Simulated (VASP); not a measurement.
# CdS (F-43m) in VASP: a series of runs, part 2 of 2

VASP 6.6.1. Earlier steps stand in the parts before.

### Step 4. Relaxation of cell and atoms, RPBE+D4

This run uses another cell than the first one, of 24.81 Å³/atom.

INCAR

```
PREC     = Accurate       # precision mode
ENCUT    = 600            # plane-wave cutoff, eV
EDIFF    = 1E-6           # SCF threshold, eV
ISMEAR   = -1             # smearing method
SIGMA    = 0.05           # smearing width, eV
LREAL    = F              # projectors in reciprocal space
LASPH    = T              # aspherical terms in the spheres
NELM     = 80             # most SCF steps
ALGO     = Normal         # electronic algorithm
ISIF     = 3              # what is computed and relaxed
LWAVE    = F              # write WAVECAR
LCHARG   = F              # write CHGCAR
GGA      = RP             # functional
IVDW     = 13             # dispersion correction
IBRION   = 2              # ionic algorithm
NSW      = 80             # ionic steps
EDIFFG   = -0.005         # ionic threshold
```

KPOINTS

```
regular mesh
0
Gamma
  8 8 8
```

POSCAR

```
CdS
1.0
    0.0000000000      2.9165000000      2.9165000000
    2.9165000000      0.0000000000      2.9165000000
    2.9165000000      2.9165000000      0.0000000000
Cd S
1 1
Direct
    0.0000000000      0.0000000000      0.0000000000
    0.7500000000      0.7500000000      0.7500000000
```

Potentials or basis: VASP PAW PBE potentials, release 64 (Cd, S).

Command:

```bash
$ cat potpaw_PBE.64/Cd/POTCAR potpaw_PBE.64/S/POTCAR > POTCAR
$ mpirun -np 1 vasp_std > vasp.out
```

OUTCAR:

```text
PREC = Accurate
   ENCUT = 600
   EDIFF = 1E-6
   ISMEAR = -1
   LREAL = F
   LASPH = T
   NELM = 80
   ISIF = 3
   GGA = RP
   IVDW = 13
   IBRION = 2
   NSW = 80
   EDIFFG = -0.005

 ion  position               nearest neighbor table
   1  0.000  0.000  0.000-   2 2.53   2 2.53   2 2.53   2 2.53
   2  0.750  0.750  0.750-   1 2.53   1 2.53   1 2.53   1 2.53

  LATTYP: Found a face centered cubic cell.
 ALAT       =     5.8330000000

  Lattice vectors:

 A1 = (   0.0000000000,   2.9165000000,   2.9165000000)
 A2 = (   2.9165000000,   0.0000000000,   2.9165000000)
 A3 = (   2.9165000000,   2.9165000000,   0.0000000000)

Analysis of symmetry for initial positions (statically):
=====================================================================
 Subroutine PRICEL returns:
 Original cell was already a primitive cell.

 Routine SETGRP: Setting up the symmetry group for a
 face centered cubic supercell.

 Subroutine GETGRP returns: Found 24 space group operations
 (whereof 24 operations were pure point group operations)
 out of a pool of 48 trial point group operations.

The static configuration has the point symmetry T_d .

Analysis of symmetry for dynamics (positions and initial velocities):
=====================================================================
 Subroutine PRICEL returns:
 Original cell was already a primitive cell.

 Routine SETGRP: Setting up the symmetry group for a
 face centered cubic supercell.

 Subroutine GETGRP returns: Found 24 space group operations
 (whereof 24 operations were pure point group operations)
 out of a pool of 48 trial point group operations.

The dynamic configuration has the point symmetry T_d .

 Subroutine INISYM returns: Found 24 space group operations
 (whereof 24 operations are pure point group operations),
 and found     1 'primitive' translations

----------------------------------------------------------------------------------------

                                     Primitive cell

  volume of cell :      49.6153

  direct lattice vectors                    reciprocal lattice vectors
     0.000000000  2.916500000  2.916500000    -0.171438368  0.171438368  0.171438368
     2.916500000  0.000000000  2.916500000     0.171438368 -0.171438368  0.171438368
     2.916500000  2.916500000  0.000000000     0.171438368  0.171438368 -0.171438368

  length of vectors
     4.124553855  4.124553855  4.124553855     0.296939964  0.296939964  0.296939964

  position of ions in fractional coordinates (direct lattice)
     0.000000000  0.000000000  0.000000000
     0.750000000  0.750000000  0.750000000

  ion indices of the primitive-cell ions
   primitive index   ion index
                 1           1
                 2           2

----------------------------------------------------------------------------------------

 KPOINTS: regular mesh

Automatic generation of k-mesh.
 Grid dimensions read from file:
 generate k-points for:    8    8    8

 Generating k-lattice:

  Cartesian coordinates                     Fractional coordinates (reciprocal lattice)
    -0.021429796  0.021429796  0.021429796     0.125000000  0.000000000  0.000000000
     0.021429796 -0.021429796  0.021429796     0.000000000  0.125000000  0.000000000
     0.021429796  0.021429796 -0.021429796     0.000000000  0.000000000  0.125000000

  Length of vectors
     0.037117495  0.037117495  0.037117495

  Shift w.r.t. Gamma in fractional coordinates (k-lattice)
     0.000000000  0.000000000  0.000000000

 Subroutine IBZKPT returns following result:
 ===========================================

 Found     29 irreducible k-points:

 Following reciprocal coordinates:
            Coordinates               Weight
  0.000000  0.000000  0.000000      1.000000
  0.125000  0.000000  0.000000      8.000000
  0.250000  0.000000  0.000000      8.000000
  0.375000  0.000000  0.000000      8.000000
  0.500000  0.000000  0.000000      4.000000
  0.125000  0.125000  0.000000      6.000000
[... 16 lines left out ...]
  0.500000  0.250000  0.125000     48.000000
 -0.375000  0.250000  0.125000     24.000000
 [... further k-points ...]
   k-points           NKPTS =     29   k-points in BZ     NKDIM =     29   number of bands    NBANDS=     13
   number of dos      NEDOS =    301   number of ions     NIONS =      2
   total plane-waves  NPLWV =  46656
   dimension x,y,z NGX =    36 NGY =   36 NGZ =   36
   dimension x,y,z NGXF=    72 NGYF=   72 NGZF=   72
   ions per type =               1   1
   NGX,Y,Z   is equivalent  to a cutoff of  14.51, 14.51, 14.51 a.u.
   NGXF,Y,Z  is equivalent  to a cutoff of  29.02, 29.02, 29.02 a.u.
 SYSTEM =  unknown system
   PREC   = accura    normal or accurate (medium, high low for compatibility)
   ISTART =      0    job   : 0-new  1-cont  2-samecut
   ICHARG =      2    charge: 1-file 2-atom 10-const
   ISPIN  =      1    spin polarized calculation?
   LNONCOLLINEAR =      F non collinear calculations
   LSORBIT =      F    spin-orbit coupling
   LASPH  =      T    aspherical Exc in radial PAW
   ENCUT  =  600.0 eV  44.10 Ry    6.64 a.u.   8.24  8.24  8.24*2*pi/ulx,y,z
   NELM   =     80;   NELMIN=  2; NELMDL= -5     # of ELM steps
   EDIFF  = 0.1E-05   stopping-criterion for ELM
   LREAL  =      F    real-space projection
   EDIFFG = -.5E-02   stopping-criterion for IOM
   NSW    =     80    number of steps for IOM
   IBRION =      2    ionic relax: 0-MD 1-quasi-New 2-CG
   NFREE  =      1    steps in history (QN), initial steepest desc. (CG)
   ISIF   =      3    stress and relaxation
   ISYM   =      2    0-nonsym 1-usesym 2-fastsym
   POTIM  = 0.5000    time-step for ionic-motion
   TEBEG  =    0.0;   TEEND  =   0.0 temperature during run
   PSTRESS=    0.0 pullay stress
   NELECT =      18.0000    total number of electrons
   NUPDOWN=      -1.0000    fix difference up-down
   EMIN   =  10.00;   EMAX   =-10.00  energy-range for DOS
   EFERMI =   0.00;   METHOD = LEGACY
   ISMEAR =    -1;   SIGMA  =   0.05  broadening in eV -4-tet -1-fermi 0-gaus
   EFERMI_NEDOS =   21; number of points for ismear=-14 and -15
   IALGO  =     38    algorithm
   IMIX   =      4    mixing-type and parameters
     AMIX     =   0.40;   BMIX     =  1.00
     AMIX_MAG =   1.60;   BMIX_MAG =  1.00
  volume/ion in A,a.u.               =      24.81       167.41
  Fermi-wavevector in a.u.,A,eV,Ry     =   1.167599  2.206442 18.548649  1.363287
  Thomas-Fermi vector in A             =   2.304097
   LORBIT       =      0    0 simple, 1 ext, 2 COOP (PROOUT), +10 PAW based schemes
   GGA     = RP    functional components
   LHFCALC =     F    Hartree Fock is set to
   AEXX    =    0.0000 exact exchange contribution
   IVDW    =    13    specifies the selected vdW correction
   LEPSILON=     F    determine dielectric tensor
   LRPA    =     F    only Hartree local field effects (RPA)
 conjugate gradient relaxation of ions
 non-spin polarized calculation
  energy-cutoff  :      600.00
  volume of cell :       49.62
 maximum number of plane-waves:      1676
 NGX is ok and might be reduce to    36
   NGX = 17   NGY = 17   NGZ = 17

--------------------------------------- Ionic step        1  -------------------------------------------

 number of electron      17.9999999 magnetization

 Free energy of the ion-electron system (eV)
  ---------------------------------------------------
  ext. energy  EPLUGINS =         0.00000000
  ---------------------------------------------------
  free energy    TOTEN  =        -5.45168036 eV

  energy without entropy =       -5.45168034  energy(sigma->0) =       -5.45168035

------------------------ aborting loop because EDIFF is reached ----------------------------------------

  DFT-D4 for vdW energy calculation

  Edisp (eV):   -1.19735
[... 71 lines left out ...]
--------------------------------------- Ionic step        3  -------------------------------------------

 number of electron      17.9999999 magnetization

 Free energy of the ion-electron system (eV)
  ---------------------------------------------------
  ext. energy  EPLUGINS =         0.00000000
  ---------------------------------------------------
  free energy    TOTEN  =        -5.47539250 eV

  energy without entropy =       -5.47539247  energy(sigma->0) =       -5.47539249

 E-fermi :   1.9909     XC(G=0):  -8.8242

 val. band max:        1.3009058837   @ k =   0.0000   0.0000   0.0000
 cond. band min:       2.6006338000   @ k =   0.0000   0.0000   0.0000
 fundamental gap:      1.2997279163
 Fermi energy:         1.9908592729

 k-point     1 :       0.0000    0.0000    0.0000
  band No.  band energies     occupation
      1     -10.9495      2.00000
      2      -6.3716      2.00000
      3      -6.3716      2.00000
      4      -6.3716      2.00000
      5      -5.9163      2.00000
      6      -5.9163      2.00000
      7       1.3009      2.00000
      8       1.3009      2.00000
      9       1.3009      2.00000
     10       2.6006      0.00001
     11       7.9303      0.00000
     12       7.9303      0.00000
     13       7.9303      0.00000
[... 354 lines left out ...]
  band No.  band energies     occupation
      1     -10.4878      2.00000
      2      -6.2133      2.00000
      3      -6.1788      2.00000
      4      -5.9380      2.00000
      5      -5.8901      2.00000
      6      -5.4379      2.00000
      7      -2.6715      2.00000
      8      -0.5494      2.00000
      9       0.1332      2.00000
     10       5.7405      0.00000
     11       7.2914      0.00000
     12       8.6324      0.00000
     13       9.7784      0.00000

 [... further k-points ...]

------------------------ aborting loop because EDIFF is reached ----------------------------------------

  DFT-D4 for vdW energy calculation

  Edisp (eV):   -1.17584
[... 25 lines left out ...]
  FREE ENERGIE OF THE ION-ELECTRON SYSTEM (eV)
  ---------------------------------------------------
  free  energy   TOTEN  =        -6.6512352611 eV

  energy  without entropy=       -6.6512352325  energy(sigma->0) =       -6.65123525

 reached required accuracy - stopping structural energy minimisation
```

Wall time 87 s (1 thread of Intel Xeon 8259CL, shared host); peak memory 0.23 GiB.

Results:

```
Free energy                           : -6.6512 eV
Relaxed volume                        : 25.20 Å³/atom
Relaxed cell                          : a = 4.146 Å, b = 4.146 Å, c = 4.146 Å, α = 60.00°, β = 60.00°, γ = 60.00°
Space group after relaxing (to 0.1 Å) : F-43m (No. 216)
Energy gained by relaxing             : 1.1 meV/atom
Ionic steps                           : 3
Pressure after relaxing               : 0.0 GPa
Band gap on the k mesh                : 1.30 eV
Dispersion energy per atom            : -0.588 eV
```

The path:
```csv
step,energy change (eV),largest force (eV/Å),pressure (GPa),volume (Å³)
1,0.0000,0.0000,0.92,49.62
2,-0.0020,0.0000,-0.27,50.64
3,-0.0022,0.0000,0.02,50.40
```

Final structure:
```cif
data_structure
_symmetry_space_group_name_H-M 'P 1'
_symmetry_Int_Tables_number 1
_cell_length_a 4.1461
_cell_length_b 4.1461
_cell_length_c 4.1461
_cell_angle_alpha 60.000
_cell_angle_beta 60.000
_cell_angle_gamma 60.000
_cell_volume 50.40
loop_
_atom_site_label
_atom_site_type_symbol
_atom_site_fract_x
_atom_site_fract_y
_atom_site_fract_z
_atom_site_occupancy
Cd1 Cd 0.00000 0.00000 0.00000 1
S1 S 0.75000 0.75000 0.75000 1
```

Levels at points of the mesh, in eV from the valence-band top:
```csv
k point,band 7,band 8,band 9,band 10,band 11,band 12
"(0.00, 0.00, 0.00)",0.00,0.00,0.00,1.30,6.63,6.63
"(0.50, 0.00, 0.00)",-4.24,-0.72,-0.72,3.13,7.10,7.10
"(0.50, 0.50, 0.00)",-3.84,-1.80,-1.80,3.77,4.43,9.39
```

Caveat: the PAW data sets were made with another functional, which shifts forces and pressure a little. Expect the measured gap to be larger: semilocal functionals such as RPBE lack the derivative discontinuity.

### Step 5. The runs side by side

| task | level | cell | cutoff (eV) | gap on the mesh (eV) | pressure (GPa) |
| --- | --- | --- | --- | --- | --- |
| single point | RPBE+D4 | a = 4.139 Å, angles 60.0°, 2 atoms | 520 | 1.31 | 0.3 |
| single point | PBE+D4 | a = 4.139 Å, angles 60.0°, 2 atoms | 520 | 1.13 | 0.3 |
| relaxation of cell and atoms | RPBE+D4 | relaxed from a = 4.125 Å, angles 60.0°, 2 atoms | 600 | 1.30 | 0.0 |

Alike in all rows: potentials or basis VASP PAW PBE potentials, release 64 (Cd, S); no spin polarisation; k mesh 8 × 8 × 8; smearing fermi-dirac 0.05 eV.

Caveats: the PAW data sets were made with another functional, which shifts forces and pressure a little (at least some runs).

Absolute energies hang on the potentials; compare differences alone.
